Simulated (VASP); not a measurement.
Wanted: the native input for a VASP 6.6.1 run.

| Property | Result |
| --- | --- |
| Task | single point |
| Functional | PBE |
| Dispersion | D3(BJ) |
| Potentials or basis | VASP PAW PBE potentials, release 64 (Sn_d, O) |
| Cutoff | 520 eV |
| k mesh | 1 × 1 × 1, shifted |
| Occupations | fermi-dirac, width 0.1241 eV |
| Spin | no spin polarisation |
| Dipole correction | no |
| Further INCAR settings | LREAL = Auto; ALGO = Normal; EDIFF = 1e-06; NBANDS = 105; ISYM = -1 |

The structure of SnO lies in POSCAR:

```
SnO
1.0
    7.0683230000      0.2449290000     -0.0865600000
    0.2449290000      7.2262760000      0.0985570000
   -0.0865600000      0.0985570000      7.1778850000
Sn O
9 9
Direct
    0.3886180768      0.4398672017      0.8241257402
    0.9494719821      0.9627579777      0.8735443319
    0.3525381334      0.4482340255      0.3597147488
    0.0735643127      0.8915261566      0.4030144790
    0.9800263879      0.3421745011      0.0945415525
    0.5566800106      0.0615927550      0.1604317741
    0.7277252305      0.6466406644      0.1727129833
    0.4979615242      0.9402132948      0.6230406238
    0.8366688591      0.5182012980      0.6127918866
    0.9291436889      0.0877387238      0.2289794852
    0.1687354509      1.0042883920      0.6475510669
    0.4731066178      0.6444601805      1.0103324373
    0.0820050142      0.4238995700      0.4419503913
    0.2786329765      0.3516671305      0.0837379274
    0.5851423170      0.1293987958      0.9091314171
    0.8237525417      0.8118689135      0.5371335227
    0.9987880576      0.6350524057      0.8685114396
    0.3219477242      0.7157919940      0.3698789384
```

One way to write it, as run:

INCAR

```
SYSTEM = SnO
PREC = Accurate
ENCUT = 520
EDIFF = 1E-6
ISMEAR = -1
SIGMA = 0.1241
LREAL = Auto
LASPH = .TRUE.
NELM = 120
ALGO = Normal
ISIF = 2
LWAVE = .FALSE.
LCHARG = .FALSE.
GGA = PE
IVDW = 12
NBANDS = 105
ISYM = -1
GGA_COMPAT = .FALSE.
```

KPOINTS

```
explicit points
1
Reciprocal
  0.25000000   0.25000000   0.25000000 1
```

Potentials or basis: VASP PAW PBE potentials, release 64 (Sn_d, O).

Run with:

```sh
$ cat potpaw_PBE.64/Sn_d/POTCAR potpaw_PBE.64/O/POTCAR > POTCAR
$ mpirun -np 1 vasp_std > vasp.out
```

It gave:

```yaml
Pressure: -1.4 GPa
Largest_force: 3.342 eV/Å
Dispersion_energy_per_atom: -0.203 eV
```

Caveat: the atoms stand as in a frame of molecular dynamics.

Run time: 60 s on 1 thread of Intel(R) Xeon(R) 6975P-C (Granite Rapids), with other jobs on the host, peak memory 0.36 GiB.
